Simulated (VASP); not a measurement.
# LiHF2 (R-3m) in VASP: a series of runs, part 2 of 2

VASP 6.6.1. Earlier steps stand in the parts before.

## Step 3: Relaxation of cell and atoms, PBEsol

This run uses another cell than the first one, of 8.14 Å³/atom.

INCAR

```
ALGO = Normal ; EDIFF = 1E-7
EDIFFG = -0.002 ; ENCUT = 600
GGA = PS ; IBRION = 2
ISIF = 3 ; ISMEAR = 0
LASPH = True ; LCHARG = False
LREAL = False ; LWAVE = False
NELM = 100 ; NSW = 100
PREC = Accurate ; SIGMA = 0.01
```

KPOINTS

```
k-points
0
Gamma
  10 10 10
```

POSCAR

```
LiHF2
1.0
    1.4669835874      0.8469633691      4.3666887241
   -1.4669835874      0.8469633691      4.3666887241
    0.0000000000     -1.6939267382      4.3666887241
Li H F
1 1 2
Direct
    0.0000000000      0.0000000000      0.0000000000
    0.5000000000      0.5000000000      0.5000000000
    0.4133018800      0.4133018800      0.4133018800
    0.5866981200      0.5866981200      0.5866981200
```

Potentials or basis: VASP PAW PBE potentials, release 64 (Li_sv, H, F).

Started as:

```bash
$ cat potpaw_PBE.64/Li_sv/POTCAR potpaw_PBE.64/H/POTCAR potpaw_PBE.64/F/POTCAR > POTCAR
$ mpirun -np 1 vasp_std > vasp.out
```

OUTCAR:

```text
EDIFF = 1E-7
   EDIFFG = -0.002
   ENCUT = 600
   GGA = PS
   IBRION = 2
   ISIF = 3
   ISMEAR = 0
   LASPH = True
   LREAL = False
   NELM = 100
   NSW = 100
   PREC = Accurate

 ion  position               nearest neighbor table
   1  0.000  0.000  0.000-   4 1.99   4 1.99   3 1.99   3 1.99   4 1.99   3 1.99
   2  0.500  0.500  0.500-   3 1.14   4 1.14
   3  0.413  0.413  0.413-   2 1.14   1 1.99   1 1.99   1 1.99
   4  0.587  0.587  0.587-   2 1.14   1 1.99   1 1.99   1 1.99

  LATTYP: Found a trigonal (rhomboedric) cell.
 ALAT       =     4.6837333621
 COS(alpha) =     0.8038012759

  Lattice vectors:

 A1 = (   1.4669835874,   0.8469633691,   4.3666887241)
 A2 = (  -1.4669835874,   0.8469633691,   4.3666887241)
 A3 = (   0.0000000000,  -1.6939267382,   4.3666887241)

Analysis of symmetry for initial positions (statically):
=====================================================================
 Subroutine PRICEL returns:
 Original cell was already a primitive cell.

 Routine SETGRP: Setting up the symmetry group for a
 trigonal (rhombohedral) supercell.

 Subroutine GETGRP returns: Found 12 space group operations
 (whereof 12 operations were pure point group operations)
 out of a pool of 12 trial point group operations.

The static configuration has the point symmetry D_3d.

Analysis of symmetry for dynamics (positions and initial velocities):
[... 473 lines left out ...]
  ext. energy  EPLUGINS =         0.00000000
  ---------------------------------------------------
  free energy    TOTEN  =       -18.60603416 eV

  energy without entropy =      -18.60603416  energy(sigma->0) =      -18.60603416

 E-fermi :  -2.6653     XC(G=0):  -9.2958

 val. band max:       -2.8639437359   @ k =   0.5000   0.5000   0.5000
 cond. band min:       5.2656086420   @ k =   0.0000   0.0000   0.0000
 fundamental gap:      8.1295523780
 Fermi energy:        -2.6653311496

 k-point     1 :       0.0000    0.0000    0.0000
  band No.  band energies     occupation
      1     -42.7266      2.00000
      2     -23.7901      2.00000
      3     -22.3380      2.00000
      4      -8.5289      2.00000
      5      -3.2665      2.00000
      6      -3.2665      2.00000
      7      -3.1291      2.00000
      8      -3.0700      2.00000
      9      -3.0700      2.00000
     10       5.2656      0.00000
     11      10.0381      0.00000
     12      14.0168      0.00000
     13      15.4788      0.00000
[... 354 lines left out ...]
  band No.  band energies     occupation
      1     -42.7032      2.00000
      2     -23.4524      2.00000
      3     -22.3449      2.00000
      4      -7.7977      2.00000
      5      -4.9527      2.00000
      6      -4.2081      2.00000
      7      -3.9499      2.00000
      8      -3.6557      2.00000
      9      -3.0620      2.00000
     10       8.7244      0.00000
     11      11.2550      0.00000
     12      13.3451      0.00000
     13      13.6759      0.00000

 [... further k-points ...]

------------------------ aborting loop because EDIFF is reached ----------------------------------------

  FORCE on cell =-STRESS in cart. coord.  units (eV):
  Direction    XX          YY          ZZ          XY          YZ          ZX
  --------------------------------------------------------------------------------------
  -------------------------------------------------------------------------------------
  Total       -0.0012753     -0.0012753     -0.0037400      0.0000000     -0.0000000      0.0000000
  in kB       -0.0608669     -0.0608669     -0.1785060      0.0000000     -0.0000000      0.0000000
  external PRESSURE =      -0.1000799 kB  Pullay stress =       0.0000000 kB
[... 19 lines left out ...]
  FREE ENERGIE OF THE ION-ELECTRON SYSTEM (eV)
  ---------------------------------------------------
  free  energy   TOTEN  =       -18.6060341632 eV

  energy  without entropy=      -18.6060341632  energy(sigma->0) =      -18.60603416

 reached required accuracy - stopping structural energy minimisation
```

It took 4 min on 1 thread of Intel Xeon 6975P-C (Granite Rapids), shared host; peak memory 0.27 GiB.

Results:

| Item | Value |
| --- | --- |
| Free energy | -18.6060 eV |
| Relaxed volume | 8.39 Å³/atom |
| Relaxed cell | a = 4.706 Å, b = 4.706 Å, c = 4.706 Å, α = 36.84°, β = 36.84°, γ = 36.84° |
| Space group after relaxing (to 0.1 Å) | R-3m (No. 166) |
| Energy gained by relaxing | 1.3 meV/atom |
| Ionic steps | 9 |
| Pressure after relaxing | 0.0 GPa |
| Band gap on the k mesh | 8.13 eV (least direct gap 8.34 eV) |

Step by step:
```csv
step,energy change (eV),largest force (eV/Å),pressure (GPa),volume (Å³)
1,0.0000,0.1278,1.80,32.55
2,-0.0017,0.2164,0.13,32.99
3,-0.0023,0.1030,0.69,32.84
4,-0.0040,0.0408,0.34,33.13
5,-0.0046,0.0252,-0.01,33.46
6,-0.0046,0.0279,-0.02,33.47
7,-0.0048,0.0199,-0.03,33.50
8,-0.0051,0.0045,-0.01,33.55
9,-0.0051,0.0017,-0.01,33.57
```

Final structure:
```
CELL_PARAMETERS angstrom
1.48713 0.85860 4.38169
-1.48713 0.85860 4.38169
0.00000 -1.71719 4.38169
ATOMIC_POSITIONS crystal
Li 0.00000 0.00000 0.00000
H 0.50000 0.50000 0.50000
F 0.41307 0.41307 0.41307
F 0.58693 0.58693 0.58693
```

Caveat: the cutoff is under 1.25 times the usual one of these potentials, so pressure, stress and relaxed cells hold a basis-set (Pulay) error; the PAW data sets were made with another functional, which shifts forces and pressure a little. A k mesh can miss the band edges.

## Step 4: Relaxation of cell and atoms, PBEsol

This run uses another cell than the first one, of 8.14 Å³/atom.

INCAR

```
SYSTEM = LiHF2
PREC = Accurate
ENCUT = 600
EDIFF = 1E-7
ISMEAR = -1
SIGMA = 0.1
LREAL = .FALSE.
LASPH = .TRUE.
NELM = 60
ALGO = Normal
ISIF = 3
LWAVE = .FALSE.
LCHARG = .FALSE.
GGA = PS
IBRION = 2
NSW = 100
EDIFFG = -0.002
```

KPOINTS

```
regular mesh
0
G
  14 14 14
  0 0 0
```

POSCAR is that of step 3.

Started as:

```bash
$ cat potpaw_PBE.64/Li_sv/POTCAR potpaw_PBE.64/H/POTCAR potpaw_PBE.64/F/POTCAR > POTCAR
$ mpirun -np 1 vasp_std > vasp.out
```

Run time: 9.1 min. Hardware: 1 thread of Intel Xeon 6975P-C (Granite Rapids), shared host; peak memory 0.34 GiB.

Results (log left out):

```yaml
Free_energy: -18.6060 eV
Relaxed_volume: 8.39 Å³/atom
Relaxed_cell: a = 4.706 Å, b = 4.706 Å, c = 4.706 Å, α = 36.84°, β = 36.84°, γ = 36.84°
Space_group_after_relaxing_to_0.1_Å: R-3m (No. 166)
Energy_gained_by_relaxing: 1.3 meV/atom
Ionic_steps: 9
Pressure_after_relaxing: 0.0 GPa
Band_gap_on_the_k_mesh: 8.13 eV (least direct gap 8.34 eV)
```

Step by step:
| step | energy change (eV) | largest force (eV/Å) | pressure (GPa) | volume (Å³) |
| --- | --- | --- | --- | --- |
| 1 | 0.0000 | 0.1279 | 1.80 | 32.55 |
| 2 | -0.0017 | 0.2164 | 0.13 | 32.99 |
| 3 | -0.0023 | 0.1031 | 0.69 | 32.84 |
| 4 | -0.0040 | 0.0408 | 0.34 | 33.13 |
| 5 | -0.0046 | 0.0252 | -0.01 | 33.46 |
| 6 | -0.0046 | 0.0279 | -0.02 | 33.47 |
| 7 | -0.0048 | 0.0200 | -0.03 | 33.50 |
| 8 | -0.0051 | 0.0047 | -0.01 | 33.55 |
| 9 | -0.0051 | 0.0014 | -0.01 | 33.57 |

Final structure:
```
CELL_PARAMETERS angstrom
1.48715 0.85860 4.38167
-1.48715 0.85860 4.38167
0.00000 -1.71721 4.38167
ATOMIC_POSITIONS crystal
Li 0.00000 0.00000 0.00000
H 0.50000 0.50000 0.50000
F 0.41307 0.41307 0.41307
F 0.58693 0.58693 0.58693
```

Levels at points of the mesh, in eV from the valence-band top:
```
           k point  band 7  band 8  band 9  band 10  band 11  band 12
(0.00, 0.00, 0.00)   -0.27   -0.21   -0.21     8.13    12.90    16.88
(0.50, 0.00, 0.00)   -0.73   -0.61   -0.50    11.57    13.70    16.22
(0.50, 0.50, 0.00)   -1.16   -1.03   -0.13    13.55    14.02    14.05
(0.50, 0.50, 0.50)   -0.60    0.00    0.00     9.12    12.18    15.79
```

Caveat: the cutoff is under 1.25 times the usual one of these potentials, so pressure, stress and relaxed cells hold a basis-set (Pulay) error; the PAW data sets were made with another functional, which shifts forces and pressure a little. A k mesh can miss the band edges.

## Step 5: The runs side by side

```tsv
task	cell	k mesh	cutoff (eV)	smearing	gap on the mesh (eV)	pressure (GPa)	relaxed volume (Å³/atom)
single point	a = 4.708 Å, angles 37.0°, 4 atoms, atomic positions A	14 × 14 × 14	520	fermi-dirac 0.1 eV	8.09	-	-
relaxation of cell and atoms	relaxed from a = 4.684 Å, angles 36.5°, 4 atoms, atomic positions B	10 × 10 × 10	600	gaussian 0.01 eV	8.13	0.0	8.39
relaxation of cell and atoms	relaxed from a = 4.684 Å, angles 36.5°, 4 atoms, atomic positions B	14 × 14 × 14	600	fermi-dirac 0.1 eV	8.13	0.0	8.39
```

Alike in all rows: level PBEsol; potentials or basis VASP PAW PBE potentials, release 64 (Li_sv, H, F); no spin polarisation.

Caveats: the cutoff is under 1.25 times the usual one of these potentials, so pressure, stress and relaxed cells hold a basis-set (Pulay) error; the PAW data sets were made with another functional, which shifts forces and pressure a little.

Total energies depend on the potentials used, so only differences within one code and one set of settings carry meaning.
